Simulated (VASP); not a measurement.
# Al3InAs4 (P-43m) in VASP: a series of runs

Runs on Al3InAs4. Level: PBE. Tasks: single point, relaxation of cell and atoms.

Program: VASP 6.6.1. These are calculated values, not measurements. Logs are shortened: lines on timing, memory, paths and dates and some standing lists are left out, and cuts for length are marked.

## (1) The cell of the first run

It takes space group P-43m (No. 215, cubic). The conventional cell has a = 5.516 Å, b = 5.516 Å, c = 5.516 Å, α = 90.00°, β = 90.00°, γ = 90.00°. Al (site symmetry -42m) has 4 As at 2.39 Å within 3.2 Å. In (site symmetry -43m) has 4 As at 2.39 Å within 3.2 Å. As (site symmetry 3m) has 3 Al at 2.39 Å and 1 In at 2.39 Å within 3.2 Å.

## (2) Single point, PBE

INCAR reads:

```
SYSTEM = Al3InAs4
ALGO = Normal
EDIFF = 1E-7
ENCUT = 520
GGA = PE
ISIF = 2
ISMEAR = 0
LASPH = .True.
LCHARG = .False.
LREAL = .False.
LWAVE = .False.
NBANDS = 31
NELM = 100
PREC = Accurate
SIGMA = 0.1
```

KPOINTS reads:

```
k-points
0
Gamma
  4 4 4
  0 0 0
```

POSCAR reads:

```
Al3InAs4
1.0
    5.5161760600      0.0000000000      0.0000000000
    0.0000000000      5.5161760600      0.0000000000
    0.0000000000      0.0000000000      5.5161760600
Al In As
3 1 4
Direct
    0.5000000000      0.0000000000      0.0000000000
    0.0000000000      0.0000000000      0.5000000000
    0.0000000000      0.5000000000      0.0000000000
    0.5000000000      0.5000000000      0.5000000000
    0.7500000000      0.2500000000      0.7500000000
    0.7500000000      0.7500000000      0.2500000000
    0.2500000000      0.2500000000      0.2500000000
    0.2500000000      0.7500000000      0.7500000000
```

Potentials or basis: VASP PAW PBE potentials, release 64 (Al, In_d, As).

Launch:

```bash
> cat potpaw_PBE.64/Al/POTCAR potpaw_PBE.64/In_d/POTCAR potpaw_PBE.64/As/POTCAR > POTCAR
> mpirun -np 1 vasp_std > vasp.out
```

OUTCAR:

```text
SYSTEM = Al3InAs4
   EDIFF = 1E-7
   ENCUT = 520
   GGA = PE
   ISIF = 2
   ISMEAR = 0
   LASPH = .True.
   LREAL = .False.
   NELM = 100
   PREC = Accurate

 ion  position               nearest neighbor table
   1  0.500  0.000  0.000-   5 2.39   6 2.39   7 2.39   8 2.39
   2  0.000  0.000  0.500-   5 2.39   6 2.39   7 2.39   8 2.39
   3  0.000  0.500  0.000-   5 2.39   6 2.39   7 2.39   8 2.39
   4  0.500  0.500  0.500-   5 2.39   6 2.39   7 2.39   8 2.39
   5  0.750  0.250  0.750-   1 2.39   2 2.39   3 2.39   4 2.39
   6  0.750  0.750  0.250-   1 2.39   2 2.39   3 2.39   4 2.39
   7  0.250  0.250  0.250-   1 2.39   2 2.39   3 2.39   4 2.39
   8  0.250  0.750  0.750-   1 2.39   2 2.39   3 2.39   4 2.39

  LATTYP: Found a simple cubic cell.
 ALAT       =     5.5161760600

  Lattice vectors:

 A1 = (   5.5161760600,   0.0000000000,   0.0000000000)
 A2 = (   0.0000000000,   5.5161760600,   0.0000000000)
 A3 = (   0.0000000000,   0.0000000000,   5.5161760600)

Analysis of symmetry for initial positions (statically):
=====================================================================
 Subroutine PRICEL returns:
 Original cell was already a primitive cell.

 Routine SETGRP: Setting up the symmetry group for a
 simple cubic supercell.

 Subroutine GETGRP returns: Found 24 space group operations
 (whereof 24 operations were pure point group operations)
 out of a pool of 48 trial point group operations.

The static configuration has the point symmetry T_d .

Analysis of symmetry for dynamics (positions and initial velocities):
=====================================================================
 Subroutine PRICEL returns:
 Original cell was already a primitive cell.

 Routine SETGRP: Setting up the symmetry group for a
 simple cubic supercell.

 Subroutine GETGRP returns: Found 24 space group operations
 (whereof 24 operations were pure point group operations)
 out of a pool of 48 trial point group operations.

The dynamic configuration has the point symmetry T_d .

 Subroutine INISYM returns: Found 24 space group operations
 (whereof 24 operations are pure point group operations),
 and found     1 'primitive' translations

----------------------------------------------------------------------------------------

                                     Primitive cell

  volume of cell :     167.8473

  direct lattice vectors                    reciprocal lattice vectors
     5.516176060  0.000000000  0.000000000     0.181285004  0.000000000  0.000000000
     0.000000000  5.516176060  0.000000000     0.000000000  0.181285004  0.000000000
     0.000000000  0.000000000  5.516176060     0.000000000  0.000000000  0.181285004

  length of vectors
     5.516176060  5.516176060  5.516176060     0.181285004  0.181285004  0.181285004

  position of ions in fractional coordinates (direct lattice)
     0.500000000  0.000000000  0.000000000
     0.000000000  0.000000000  0.500000000
     0.000000000  0.500000000  0.000000000
     0.500000000  0.500000000  0.500000000
     0.750000000  0.250000000  0.750000000
     0.750000000  0.750000000  0.250000000
     0.250000000  0.250000000  0.250000000
     0.250000000  0.750000000  0.750000000

  ion indices of the primitive-cell ions
   primitive index   ion index
                 1           1
                 2           2
                 3           3
                 4           4
                 5           5
                 6           6
                 7           7
                 8           8

----------------------------------------------------------------------------------------

 KPOINTS: k-points

Automatic generation of k-mesh.
 Grid dimensions read from file:
 generate k-points for:    4    4    4

 Generating k-lattice:

  Cartesian coordinates                     Fractional coordinates (reciprocal lattice)
     0.045321251  0.000000000  0.000000000     0.250000000  0.000000000  0.000000000
     0.000000000  0.045321251  0.000000000     0.000000000  0.250000000  0.000000000
     0.000000000  0.000000000  0.045321251     0.000000000  0.000000000  0.250000000

  Length of vectors
     0.045321251  0.045321251  0.045321251

  Shift w.r.t. Gamma in fractional coordinates (k-lattice)
     0.000000000  0.000000000  0.000000000

 Subroutine IBZKPT returns following result:
 ===========================================

 Found     10 irreducible k-points:

 Following reciprocal coordinates:
            Coordinates               Weight
  0.000000  0.000000  0.000000      1.000000
  0.250000  0.000000  0.000000      6.000000
  0.500000  0.000000  0.000000      3.000000
  0.250000  0.250000  0.000000     12.000000
  0.500000  0.250000  0.000000     12.000000
  0.500000  0.500000  0.000000      3.000000
  0.250000  0.250000  0.250000      8.000000
  0.500000  0.250000  0.250000     12.000000
  0.500000  0.500000  0.250000      6.000000
  0.500000  0.500000  0.500000      1.000000
   k-points           NKPTS =     10   k-points in BZ     NKDIM =     10   number of bands    NBANDS=     31
   number of dos      NEDOS =    301   number of ions     NIONS =      8
   total plane-waves  NPLWV =  74088
   dimension x,y,z NGX =    42 NGY =   42 NGZ =   42
   dimension x,y,z NGXF=    84 NGYF=   84 NGZF=   84
   ions per type =               3   1   4
   NGX,Y,Z   is equivalent  to a cutoff of  12.66, 12.66, 12.66 a.u.
   NGXF,Y,Z  is equivalent  to a cutoff of  25.32, 25.32, 25.32 a.u.
 SYSTEM =  Al3InAs4
   PREC   = accura    normal or accurate (medium, high low for compatibility)
   ISTART =      0    job   : 0-new  1-cont  2-samecut
   ICHARG =      2    charge: 1-file 2-atom 10-const
   ISPIN  =      1    spin polarized calculation?
   LNONCOLLINEAR =      F non collinear calculations
   LSORBIT =      F    spin-orbit coupling
   LASPH  =      T    aspherical Exc in radial PAW
   ENCUT  =  520.0 eV  38.22 Ry    6.18 a.u.  10.26 10.26 10.26*2*pi/ulx,y,z
   NELM   =    100;   NELMIN=  2; NELMDL= -5     # of ELM steps
   EDIFF  = 0.1E-06   stopping-criterion for ELM
   LREAL  =      F    real-space projection
   EDIFFG = 0.1E-05   stopping-criterion for IOM
   NSW    =      0    number of steps for IOM
   IBRION =     -1    ionic relax: 0-MD 1-quasi-New 2-CG
   NFREE  =      0    steps in history (QN), initial steepest desc. (CG)
   ISIF   =      2    stress and relaxation
   ISYM   =      2    0-nonsym 1-usesym 2-fastsym
   POTIM  = 0.5000    time-step for ionic-motion
   TEBEG  =    0.0;   TEEND  =   0.0 temperature during run
   PSTRESS=    0.0 pullay stress
   NELECT =      42.0000    total number of electrons
   NUPDOWN=      -1.0000    fix difference up-down
   EMIN   =  10.00;   EMAX   =-10.00  energy-range for DOS
   EFERMI =   0.00;   METHOD = LEGACY
   ISMEAR =     0;   SIGMA  =   0.10  broadening in eV -4-tet -1-fermi 0-gaus
   EFERMI_NEDOS =   21; number of points for ismear=-14 and -15
   IALGO  =     38    algorithm
   IMIX   =      4    mixing-type and parameters
     AMIX     =   0.40;   BMIX     =  1.00
     AMIX_MAG =   1.60;   BMIX_MAG =  1.00
  volume/ion in A,a.u.               =      20.98       141.59
  Fermi-wavevector in a.u.,A,eV,Ry     =   1.031620  1.949479 14.479866  1.064240
  Thomas-Fermi vector in A             =   2.165777
   LORBIT       =      0    0 simple, 1 ext, 2 COOP (PROOUT), +10 PAW based schemes
   GGA     = PE    functional components
   LHFCALC =     F    Hartree Fock is set to
   AEXX    =    0.0000 exact exchange contribution
   IVDW    =     0    specifies the selected vdW correction
   LEPSILON=     F    determine dielectric tensor
   LRPA    =     F    only Hartree local field effects (RPA)
 non-spin polarized calculation
 Gauss-broadening in eV      SIGMA  =   0.10
  energy-cutoff  :      520.00
  volume of cell :      167.85
 maximum number of plane-waves:      4632
 NGX is ok and might be reduce to    42
   NGX = 21   NGY = 21   NGZ = 21

 number of electron      42.0000009 magnetization

 Free energy of the ion-electron system (eV)
  ---------------------------------------------------
  ext. energy  EPLUGINS =         0.00000000
  ---------------------------------------------------
  free energy    TOTEN  =       -34.02704815 eV

  energy without entropy =      -34.02704815  energy(sigma->0) =      -34.02704815

 E-fermi :   5.8078     XC(G=0):  -9.6025

 val. band max:        5.3582650424   @ k =   0.0000   0.0000   0.0000
 cond. band min:       6.5999622708   @ k =   0.0000   0.0000   0.0000
 fundamental gap:      1.2416972284
 Fermi energy:         5.8078468647

 k-point     1 :       0.0000    0.0000    0.0000
  band No.  band energies     occupation
      1      -9.3501      2.00000
      2      -9.3501      2.00000
      3      -9.3501      2.00000
      4      -9.0682      2.00000
      5      -9.0682      2.00000
      6      -7.3932      2.00000
[... 23 lines left out ...]
     30       9.6770      0.00000
     31       9.6770      0.00000

 k-point     2 :       0.2500    0.0000    0.0000
  band No.  band energies     occupation
      1      -9.3571      2.00000
      2      -9.3531      2.00000
      3      -9.3531      2.00000
      4      -9.0677      2.00000
      5      -9.0656      2.00000
      6      -7.1466      2.00000
[... 23 lines left out ...]
     30      10.6153      0.00000
     31      10.6153      0.00000

 k-point     3 :       0.5000    0.0000    0.0000
  band No.  band energies     occupation
      1      -9.3636      2.00000
      2      -9.3560      2.00000
      3      -9.3560      2.00000
      4      -9.0671      2.00000
      5      -9.0632      2.00000
      6      -6.6059      2.00000
[... 227 lines left out ...]
     30      10.3470      0.00000
     31      10.6356      0.00000

 k-point    10 :       0.5000    0.5000    0.5000
  band No.  band energies     occupation
      1      -9.3726      2.00000
      2      -9.3726      2.00000
      3      -9.3726      2.00000
      4      -9.0588      2.00000
      5      -9.0588      2.00000
      6      -5.8838      2.00000
[... 23 lines left out ...]
     30      10.1787      0.00000
     31      10.1829      0.00000

------------------------ aborting loop because EDIFF is reached ----------------------------------------

  FORCE on cell =-STRESS in cart. coord.  units (eV):
  Direction    XX          YY          ZZ          XY          YZ          ZX
  --------------------------------------------------------------------------------------
  -------------------------------------------------------------------------------------
  Total       17.4451153     17.4451153     17.4451153     -0.0000000     -0.0000000     -0.0000000
  in kB      166.5214062    166.5214062    166.5214062     -0.0000000     -0.0000000     -0.0000000
  external PRESSURE =     166.5214062 kB  Pullay stress =       0.0000000 kB

 VOLUME and BASIS-vectors are now :
 -----------------------------------------------------------------------------
  energy-cutoff  :      520.00
  volume of cell :      167.85
      direct lattice vectors                 reciprocal lattice vectors
     5.516176060  0.000000000  0.000000000     0.181285004  0.000000000  0.000000000
     0.000000000  5.516176060  0.000000000     0.000000000  0.181285004  0.000000000
     0.000000000  0.000000000  5.516176060     0.000000000  0.000000000  0.181285004

 POSITION                                       TOTAL-FORCE (eV/Angst)
 -----------------------------------------------------------------------------------
      2.75809      0.00000      0.00000         0.000000      0.000000     -0.000000
      0.00000      0.00000      2.75809         0.000000     -0.000000     -0.000000
      0.00000      2.75809      0.00000         0.000000     -0.000000     -0.000000
      2.75809      2.75809      2.75809         0.000000      0.000000     -0.000000
      4.13713      1.37904      4.13713         1.222926     -1.222926      1.222926
      4.13713      4.13713      1.37904         1.222926      1.222926     -1.222926
      1.37904      1.37904      1.37904        -1.222926     -1.222926     -1.222926
      1.37904      4.13713      4.13713        -1.222926      1.222926      1.222926
 -----------------------------------------------------------------------------------
    total drift:                                0.000000     -0.000000     -0.000000

  FREE ENERGIE OF THE ION-ELECTRON SYSTEM (eV)
  ---------------------------------------------------
  free  energy   TOTEN  =       -34.0270481479 eV

  energy  without entropy=      -34.0270481479  energy(sigma->0) =      -34.02704815
```

Wall time 82 s (1 thread of Intel Xeon 6975P-C, shared host); peak memory 0.27 GiB.

Results:

```yaml
Free_energy: -34.0270 eV
Pressure: 16.7 GPa
Band_gap_on_the_k_mesh: 1.24 eV, direct
```

Caveat: spin-orbit coupling is left out, which moves the levels of the heavy elements. As with any semilocal functional, this PBE gap is likely too small.

(Continued in part 2 of 2.)
